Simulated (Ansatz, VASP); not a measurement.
## PbF2: VASP beside Ansatz

Contents of POSCAR:

```
PbF2
1.0
    5.5782091968      0.0000000000      0.0000000000
    0.0000000000      5.5782091968      0.0000000000
    0.0000000000      0.0000000000      3.9398845654
Pb F
2 4
Direct
    0.0000000000      0.0000000000      0.0000000000
    0.5000000000      0.5000000000      0.5000000000
    0.3092282397      0.3092282397      0.0000000000
    0.1907717603      0.8092282397      0.5000000000
    0.8092282397      0.1907717603      0.5000000000
    0.6907717603      0.6907717603      0.0000000000
```

The input INCAR.step1:

```
SYSTEM = PbF2
ALGO = Normal
EDIFF = 1E-5
ENCUT = 520
GGA = PE
ISIF = 2
ISMEAR = 0
LASPH = .True.
LCHARG = .False.
LREAL = .False.
LWAVE = .True.
NBANDS = 37
NELM = 80
PREC = Accurate
SIGMA = 0.01
```

The input INCAR.step2:

```
SYSTEM = PbF2
AEXX = 0.5
ALGO = Normal
EDIFF = 1E-7
ENCUT = 520
GGA = PE
HFSCREEN = 0.5
ISIF = 2
ISMEAR = 0
ISTART = 1
LASPH = .True.
LCHARG = .False.
LHFCALC = .True.
LREAL = .False.
LWAVE = .False.
NBANDS = 37
NELM = 80
PREC = Accurate
PRECFOCK = Fast
SIGMA = 0.01
```

KPOINTS

```
k-points
0
Gamma
  2 2 4
  0 0 0
```

Input for Ansatz:

```yaml
crystal:
  lattice:
    - [5.5782091968, 0.0, 0.0]
    - [0.0, 5.5782091968, 0.0]
    - [0.0, 0.0, 3.9398845654]
  atoms:
    - { symbol: Pb, position: [0.0, 0.0, 0.0] }
    - { symbol: Pb, position: [0.5, 0.5, 0.5] }
    - { symbol: F, position: [0.3092282397, 0.3092282397, 0.0] }
    - { symbol: F, position: [0.1907717603, 0.8092282397, 0.5] }
    - { symbol: F, position: [0.8092282397, 0.1907717603, 0.5] }
    - { symbol: F, position: [0.6907717603, 0.6907717603, 0.0] }
kpoints:
  mp_grid: { grid: [2, 2, 4] }
hamiltonian:
  xc: { exchange: pbe, correlation: pbe, exx: { coeff: 0.5, omega: 0.5 } }
scf:
  occupations: { method: fixed }
  n_extra_bands: 5
output:
  forces: true
  stress: true
  eigenvalues: true
```

Alike in both runs: task single point; functional PBE-based screened hybrid; k mesh 2 × 2 × 4; no spin polarisation.

|  | VASP | Ansatz |
| --- | --- | --- |
| version | VASP 6.6.1 | Ansatz 0.2.0 |
| potentials or method | VASP PAW PBE potentials, release 64 (Pb_d, F) | plane waves |
| plane-wave cutoff (eV) | 520 | 420 |
| occupations | gaussian, width 0.01 eV | fixed |
| valence electrons in the cell | 56 | 56 |

```csv
,VASP,Ansatz,Ansatz less VASP
gap on the k mesh at the Fermi level (eV),4.89,4.89,+0.006
pressure (GPa),0.0,0.0,+0.01
"traceless stress, the component that is largest in VASP (GPa)",-0.15,-0.19,-0.039
rms of the force components (eV/Å),0.001,0.003,+0.0022
```

VASP's potentials were made for PBE, not for PBE-based screened hybrid. Atom by atom the forces differ by 0.002 eV/Å (rms over components). Ansatz's warnings: stress exchange threshold loose, stress scf threshold loose.

The k mesh is coarse, so the values compare programs but aren't converged. Neither program's run includes spin-orbit coupling.
